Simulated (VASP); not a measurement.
PbS:

```
Pb S
1.0
     0.00000    2.98723    2.98723
     2.98723    0.00000    2.98723
     2.98723    2.98723    0.00000
Pb S
1 1
Direct
  0.00000 0.00000 0.00000
  0.50000 0.50000 0.50000
```

Base run:

| Item | Value |
| --- | --- |
| Program | VASP 6.6.1 |
| Functional | PBE |
| Potentials or basis | VASP PAW PBE potentials, release 64 (Pb_d, S) |
| Cutoff | 520 eV |
| k mesh | 8 × 8 × 8 |
| Occupations | gaussian, width 0.01 eV |
| Spin | no spin polarisation |

Its results: band gap on the k mesh 0.44 eV, direct; pressure 0.9 GPa.

The run is repeated on the same cell with these changes: functional from PBE to r2SCAN; k mesh from 8 × 8 × 8 to 6 × 6 × 6. What comes out?

Band gap on the k mesh 0.70 eV, direct; pressure 0.0 GPa.

Several settings changed at once, so the effect can't be laid on one alone.

Caveats: spin-orbit coupling is left out, which moves the levels of the heavy elements; the PAW data sets were made with another functional, which shifts forces and pressure a little (some runs).

A k mesh can miss the band edges.
